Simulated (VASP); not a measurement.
# CoNiC4N4 (P-43m) in VASP: single point with PBE

Aim: the single point of CoNiC4N4 with PBE.

Everything below comes from runs of VASP 6.6.1. Logs are shortened: lines on timing, memory, paths and dates and some standing lists are left out, and cuts for length are marked.

**1. The cell of the first run**

It takes space group P-43m (No. 215, cubic). Conventional cell: a = 5.883 Å, b = 5.883 Å, c = 5.883 Å, α = 90.00°, β = 90.00°, γ = 90.00°. Within 2.5 Å of Co (site symmetry -43m) lie 4 C at 1.92 Å. Ni (site symmetry -43m) has 4 N at 2.01 Å within 2.7 Å. C (site symmetry 3m) has 1 N at 1.17 Å within 1.6 Å. Within 1.6 Å of N (site symmetry 3m) lie 1 C at 1.17 Å.

**2. Single point, PBE, collinear spin, ferromagnetic start**

Contents of INCAR:

```
PREC = Accurate
ENCUT = 520
EDIFF = 1E-6
ISMEAR = 0
SIGMA = 0.1
LREAL = F
LASPH = T
NELM = 150
ALGO = Normal
ISIF = 2
LWAVE = F
LCHARG = F
ISPIN = 2
MAGMOM = 3 2 0 0 0 0 0 0 0 0
LORBIT = 11
LMAXMIX = 4
GGA = PE
NBANDS = 42
```

Contents of KPOINTS:

```
regular mesh
0
Gamma
  4 4 4
```

Contents of POSCAR:

```
CoNiC4N4
1.0
    5.8826218900      0.0000000000      0.0000000000
    0.0000000000      5.8826218900      0.0000000000
    0.0000000000      0.0000000000      5.8826218900
Co Ni C N
1 1 4 4
Direct
    0.0000000000      0.0000000000      0.0000000000
    0.5000000000      0.5000000000      0.5000000000
    0.1881440800      0.1881440800      0.1881440800
    0.1881440800      0.8118559200      0.8118559200
    0.8118559200      0.1881440800      0.8118559200
    0.8118559200      0.8118559200      0.1881440800
    0.3029738000      0.3029738000      0.3029738000
    0.3029738000      0.6970262000      0.6970262000
    0.6970262000      0.3029738000      0.6970262000
    0.6970262000      0.6970262000      0.3029738000
```

Potentials or basis: VASP PAW PBE potentials, release 64 (Co, Ni, C, N).

The run is started by

```sh
$ cat potpaw_PBE.64/Co/POTCAR potpaw_PBE.64/Ni/POTCAR potpaw_PBE.64/C/POTCAR potpaw_PBE.64/N/POTCAR > POTCAR
$ mpirun -np 1 vasp_std > vasp.out
```

OUTCAR:

```text
PREC = Accurate
   ENCUT = 520
   EDIFF = 1E-6
   ISMEAR = 0
   LREAL = F
   LASPH = T
   NELM = 150
   ISIF = 2
   ISPIN = 2
   LORBIT = 11
   GGA = PE

 ion  position               nearest neighbor table
   1  0.000  0.000  0.000-   3 1.92   4 1.92   5 1.92   6 1.92
   2  0.500  0.500  0.500-   7 2.01   8 2.01   9 2.01  10 2.01
   3  0.188  0.188  0.188-   7 1.17   1 1.92
   4  0.188  0.812  0.812-   8 1.17   1 1.92
   5  0.812  0.188  0.812-   9 1.17   1 1.92
   6  0.812  0.812  0.188-  10 1.17   1 1.92
   7  0.303  0.303  0.303-   3 1.17   2 2.01
   8  0.303  0.697  0.697-   4 1.17   2 2.01
   9  0.697  0.303  0.697-   5 1.17   2 2.01
  10  0.697  0.697  0.303-   6 1.17   2 2.01

  LATTYP: Found a simple cubic cell.
 ALAT       =     5.8826218900

  Lattice vectors:

 A1 = (   5.8826218900,   0.0000000000,   0.0000000000)
 A2 = (   0.0000000000,   5.8826218900,   0.0000000000)
 A3 = (   0.0000000000,   0.0000000000,   5.8826218900)

Analysis of symmetry for initial positions (statically):
=====================================================================
 Subroutine PRICEL returns:
 Original cell was already a primitive cell.

 Routine SETGRP: Setting up the symmetry group for a
 simple cubic supercell.

 Subroutine GETGRP returns: Found 24 space group operations
 (whereof 24 operations were pure point group operations)
 out of a pool of 48 trial point group operations.

The static configuration has the point symmetry T_d .

Analysis of symmetry for dynamics (positions and initial velocities):
=====================================================================
 Subroutine PRICEL returns:
 Original cell was already a primitive cell.

 Routine SETGRP: Setting up the symmetry group for a
 simple cubic supercell.

 Subroutine GETGRP returns: Found 24 space group operations
 (whereof 24 operations were pure point group operations)
 out of a pool of 48 trial point group operations.

The dynamic configuration has the point symmetry T_d .

Analysis of structural, dynamic, and magnetic symmetry:
=====================================================================
 Subroutine PRICEL returns:
 Original cell was already a primitive cell.

 Routine SETGRP: Setting up the symmetry group for a
 simple cubic supercell.

 Subroutine GETGRP returns: Found 24 space group operations
 (whereof 24 operations were pure point group operations)
 out of a pool of 48 trial point group operations.

The overall configuration has the point symmetry T_d .

 Subroutine INISYM returns: Found 24 space group operations
 (whereof 24 operations are pure point group operations),
 and found     1 'primitive' translations

----------------------------------------------------------------------------------------

                                     Primitive cell

  volume of cell :     203.5695

  direct lattice vectors                    reciprocal lattice vectors
     5.882621890  0.000000000  0.000000000     0.169992228  0.000000000  0.000000000
     0.000000000  5.882621890  0.000000000     0.000000000  0.169992228  0.000000000
     0.000000000  0.000000000  5.882621890     0.000000000  0.000000000  0.169992228

  length of vectors
     5.882621890  5.882621890  5.882621890     0.169992228  0.169992228  0.169992228

  position of ions in fractional coordinates (direct lattice)
     0.000000000  0.000000000  0.000000000
     0.500000000  0.500000000  0.500000000
     0.188144080  0.188144080  0.188144080
     0.188144080  0.811855920  0.811855920
     0.811855920  0.188144080  0.811855920
     0.811855920  0.811855920  0.188144080
     0.302973800  0.302973800  0.302973800
     0.302973800  0.697026200  0.697026200
     0.697026200  0.302973800  0.697026200
     0.697026200  0.697026200  0.302973800

  ion indices of the primitive-cell ions
   primitive index   ion index
                 1           1
                 2           2
                 3           3
                 4           4
                 5           5
                 6           6
                 7           7
                 8           8
                 9           9
                10          10

----------------------------------------------------------------------------------------

 KPOINTS: regular mesh

Automatic generation of k-mesh.
 Grid dimensions read from file:
 generate k-points for:    4    4    4

 Generating k-lattice:

  Cartesian coordinates                     Fractional coordinates (reciprocal lattice)
     0.042498057  0.000000000  0.000000000     0.250000000  0.000000000  0.000000000
     0.000000000  0.042498057  0.000000000     0.000000000  0.250000000  0.000000000
     0.000000000  0.000000000  0.042498057     0.000000000  0.000000000  0.250000000

  Length of vectors
     0.042498057  0.042498057  0.042498057

  Shift w.r.t. Gamma in fractional coordinates (k-lattice)
     0.000000000  0.000000000  0.000000000

 Subroutine IBZKPT returns following result:
 ===========================================

 Found     10 irreducible k-points:

 Following reciprocal coordinates:
            Coordinates               Weight
  0.000000  0.000000  0.000000      1.000000
  0.250000  0.000000  0.000000      6.000000
  0.500000  0.000000  0.000000      3.000000
  0.250000  0.250000  0.000000     12.000000
  0.500000  0.250000  0.000000     12.000000
  0.500000  0.500000  0.000000      3.000000
  0.250000  0.250000  0.250000      8.000000
  0.500000  0.250000  0.250000     12.000000
  0.500000  0.500000  0.250000      6.000000
  0.500000  0.500000  0.500000      1.000000
   k-points           NKPTS =     10   k-points in BZ     NKDIM =     10   number of bands    NBANDS=     42
   number of dos      NEDOS =    301   number of ions     NIONS =     10
   total plane-waves  NPLWV = 110592
   dimension x,y,z NGX =    48 NGY =   48 NGZ =   48
   dimension x,y,z NGXF=    96 NGYF=   96 NGZF=   96
   ions per type =               1   1   4   4
   NGX,Y,Z   is equivalent  to a cutoff of  13.57, 13.57, 13.57 a.u.
   NGXF,Y,Z  is equivalent  to a cutoff of  27.13, 27.13, 27.13 a.u.
 SYSTEM =  unknown system
   PREC   = accura    normal or accurate (medium, high low for compatibility)
   ISTART =      0    job   : 0-new  1-cont  2-samecut
   ICHARG =      2    charge: 1-file 2-atom 10-const
   ISPIN  =      2    spin polarized calculation?
   LNONCOLLINEAR =      F non collinear calculations
   LSORBIT =      F    spin-orbit coupling
   LASPH  =      T    aspherical Exc in radial PAW
   ENCUT  =  520.0 eV  38.22 Ry    6.18 a.u.  10.94 10.94 10.94*2*pi/ulx,y,z
   NELM   =    150;   NELMIN=  2; NELMDL= -5     # of ELM steps
   EDIFF  = 0.1E-05   stopping-criterion for ELM
   LREAL  =      F    real-space projection
   EDIFFG = 0.1E-04   stopping-criterion for IOM
   NSW    =      0    number of steps for IOM
   IBRION =     -1    ionic relax: 0-MD 1-quasi-New 2-CG
   NFREE  =      0    steps in history (QN), initial steepest desc. (CG)
   ISIF   =      2    stress and relaxation
   ISYM   =      2    0-nonsym 1-usesym 2-fastsym
   POTIM  = 0.5000    time-step for ionic-motion
   TEBEG  =    0.0;   TEEND  =   0.0 temperature during run
   PSTRESS=    0.0 pullay stress
   NELECT =      55.0000    total number of electrons
   NUPDOWN=      -1.0000    fix difference up-down
   EMIN   =  10.00;   EMAX   =-10.00  energy-range for DOS
   EFERMI =   0.00;   METHOD = LEGACY
   ISMEAR =     0;   SIGMA  =   0.10  broadening in eV -4-tet -1-fermi 0-gaus
   EFERMI_NEDOS =   21; number of points for ismear=-14 and -15
   IALGO  =     38    algorithm
   IMIX   =      4    mixing-type and parameters
     AMIX     =   0.40;   BMIX     =  1.00
     AMIX_MAG =   1.60;   BMIX_MAG =  1.00
  volume/ion in A,a.u.               =      20.36       137.38
  Fermi-wavevector in a.u.,A,eV,Ry     =   1.058339  1.999971 15.239633  1.120081
  Thomas-Fermi vector in A             =   2.193645
   LORBIT       =     11    0 simple, 1 ext, 2 COOP (PROOUT), +10 PAW based schemes
   GGA     = PE    functional components
   LHFCALC =     F    Hartree Fock is set to
   AEXX    =    0.0000 exact exchange contribution
   IVDW    =     0    specifies the selected vdW correction
   LEPSILON=     F    determine dielectric tensor
   LRPA    =     F    only Hartree local field effects (RPA)
 spin polarized calculation
 Gauss-broadening in eV      SIGMA  =   0.10
  energy-cutoff  :      520.00
  volume of cell :      203.57
 maximum number of plane-waves:      5520
 NGX is ok and might be reduce to    48
   NGX = 21   NGY = 21   NGZ = 21

 number of electron      55.0000001 magnetization       5.0003346

 Free energy of the ion-electron system (eV)
  ---------------------------------------------------
  ext. energy  EPLUGINS =         0.00000000
  ---------------------------------------------------
  free energy    TOTEN  =       -77.10493521 eV

  energy without entropy =      -77.05418407  energy(sigma->0) =      -77.07955964

 E-fermi :  -1.5780     XC(G=0):  -7.1286

 val. band max:       -1.5846097696   @ k =   0.5000   0.5000   0.0000
 cond. band min:      -1.5669123353   @ k =   0.5000   0.5000   0.2500
 fundamental gap:      0.0176974343
 Fermi energy:        -1.5779607733

 spin component 1

 k-point     1 :       0.0000    0.0000    0.0000
  band No.  band energies     occupation
      1     -18.7163      1.00000
      2     -18.5977      1.00000
      3     -18.5977      1.00000
      4     -18.5977      1.00000
      5      -9.2118      1.00000
      6      -8.1896      1.00000
[... 31 lines left out ...]
     38       4.5591      0.00000
     39       4.5591      0.00000
[... 376 lines left out ...]
     38       4.4578      0.00000
     39       5.9683      0.00000
 Fermi energy:        -1.5779607733

 spin component 2

 k-point     1 :       0.0000    0.0000    0.0000
  band No.  band energies     occupation
      1     -18.5370      1.00000
      2     -18.4177      1.00000
      3     -18.4177      1.00000
      4     -18.4177      1.00000
      5      -8.9417      1.00000
      6      -7.7633      1.00000
[... 31 lines left out ...]
     38       4.7430      0.00000
     39       4.7430      0.00000
[... 376 lines left out ...]
     38       4.6366      0.00000
     39       6.3896      0.00000
 [bands above 39 left out]

------------------------ aborting loop because EDIFF is reached ----------------------------------------

  FORCE on cell =-STRESS in cart. coord.  units (eV):
  Direction    XX          YY          ZZ          XY          YZ          ZX
  --------------------------------------------------------------------------------------
  -------------------------------------------------------------------------------------
  Total       -1.6968616     -1.6968616     -1.6968616     -0.0000000      0.0000000     -0.0000000
  in kB      -13.3550095    -13.3550095    -13.3550095     -0.0000000      0.0000000     -0.0000000
  external PRESSURE =     -13.3550095 kB  Pullay stress =       0.0000000 kB

 VOLUME and BASIS-vectors are now :
 -----------------------------------------------------------------------------
  energy-cutoff  :      520.00
  volume of cell :      203.57
      direct lattice vectors                 reciprocal lattice vectors
     5.882621890  0.000000000  0.000000000     0.169992228  0.000000000  0.000000000
     0.000000000  5.882621890  0.000000000     0.000000000  0.169992228  0.000000000
     0.000000000  0.000000000  5.882621890     0.000000000  0.000000000  0.169992228

 POSITION                                       TOTAL-FORCE (eV/Angst)
 -----------------------------------------------------------------------------------
      0.00000      0.00000      0.00000         0.000000     -0.000000     -0.000000
      2.94131      2.94131      2.94131         0.000000     -0.000000     -0.000000
      1.10678      1.10678      1.10678        -0.162696     -0.162696     -0.162696
      1.10678      4.77584      4.77584        -0.162696      0.162696      0.162696
      4.77584      1.10678      4.77584         0.162696     -0.162696      0.162696
      4.77584      4.77584      1.10678         0.162696      0.162696     -0.162696
      1.78228      1.78228      1.78228         0.744853      0.744853      0.744853
      1.78228      4.10034      4.10034         0.744853     -0.744853     -0.744853
      4.10034      1.78228      4.10034        -0.744853      0.744853     -0.744853
      4.10034      4.10034      1.78228        -0.744853     -0.744853      0.744853
 -----------------------------------------------------------------------------------
    total drift:                               -0.000000     -0.000000      0.000000

  FREE ENERGIE OF THE ION-ELECTRON SYSTEM (eV)
  ---------------------------------------------------
  free  energy   TOTEN  =       -77.1049352146 eV

  energy  without entropy=      -77.0541840656  energy(sigma->0) =      -77.07955964

 total charge

# of ion       s       p       d       tot
------------------------------------------
    1        0.492   0.687   7.115   8.294
    2        0.356   0.451   8.062   8.869
    3        0.961   1.626   0.000   2.587
    4        0.961   1.626   0.000   2.587
    5        0.961   1.626   0.000   2.587
    6        0.961   1.626   0.000   2.587
    7        1.297   2.576   0.000   3.873
    8        1.297   2.576   0.000   3.873
    9        1.297   2.576   0.000   3.873
   10        1.297   2.576   0.000   3.873
--------------------------------------------------
tot          9.881  17.946  15.177  43.004

 magnetization (x)

# of ion       s       p       d       tot
------------------------------------------
    1        0.013   0.152   2.104   2.269
    2        0.005   0.032   1.571   1.608
    3        0.017   0.028   0.000   0.045
    4        0.017   0.028   0.000   0.045
    5        0.017   0.028   0.000   0.045
    6        0.017   0.028   0.000   0.045
    7        0.014   0.097   0.000   0.111
    8        0.014   0.097   0.000   0.111
    9        0.014   0.097   0.000   0.111
   10        0.014   0.097   0.000   0.111
--------------------------------------------------
tot          0.142   0.683   3.675   4.501
```

Run time: 5.9 min. Hardware: 1 thread of Intel Xeon Platinum 8375C at 2.90GHz (Ice Lake), shared host; peak memory 0.48 GiB.

What came out:

| Quantity | Value |
| --- | --- |
| Free energy | -77.1049 eV |
| Pressure | -1.3 GPa |
| Largest force | 1.290 eV/Å |
| Band gap on the k mesh | zero (filled and empty bands overlap) |
| Net moment | 5.00 μB per cell |
| Site moments | Co +2.27; Ni +1.61; C +0.04; N +0.11 μB |
| Valence electrons inside the program's atomic spheres | Co 8.29; Ni 8.87; C 2.59; N 3.87 |

Forces on the atoms (eV/Å):
```
Co   0.000  0.000  0.000
Ni   0.000  0.000  0.000
C   -0.163 -0.163 -0.163
C   -0.163  0.163  0.163
C    0.163 -0.163  0.163
C    0.163  0.163 -0.163
N    0.745  0.745  0.745
N    0.745 -0.745 -0.745
N   -0.745  0.745 -0.745
N   -0.745 -0.745  0.745
```

Levels at points of the mesh, in eV from the Fermi level:
Spin up:
| k point | band 27 | band 28 | band 29 | band 30 | band 31 | band 32 | band 33 | band 34 |
| --- | --- | --- | --- | --- | --- | --- | --- | --- |
| (0.00, 0.00, 0.00) | -1.48 | -0.91 | -0.91 | -0.91 | 4.51 | 4.51 | 4.51 | 5.18 |
| (0.50, 0.00, 0.00) | -1.38 | -0.73 | -0.54 | -0.54 | 4.57 | 4.57 | 4.81 | 4.98 |
| (0.50, 0.50, 0.00) | -1.41 | -0.78 | -0.54 | -0.54 | 4.81 | 4.89 | 4.92 | 4.92 |
| (0.50, 0.50, 0.50) | -1.36 | -0.87 | -0.87 | -0.87 | 4.90 | 4.90 | 4.90 | 5.28 |
Spin down:
| k point | band 23 | band 24 | band 25 | band 26 | band 27 | band 28 |
| --- | --- | --- | --- | --- | --- | --- |
| (0.00, 0.00, 0.00) | -0.38 | -0.38 | -0.02 | -0.02 | -0.02 | 0.99 |
| (0.50, 0.00, 0.00) | -0.78 | -0.52 | -0.05 | -0.05 | 0.21 | 1.11 |
| (0.50, 0.50, 0.00) | -0.76 | -0.52 | -0.01 | -0.01 | 0.19 | 1.13 |
| (0.50, 0.50, 0.50) | -0.32 | -0.32 | 0.03 | 0.03 | 0.03 | 1.06 |

Caveat: forces of over 1 eV/Å act on the atoms, so gaps and moduli don't describe the material at rest. With open d or f shells a metallic result of PBE can be an artefact of self-interaction; +U or a hybrid may open a gap.
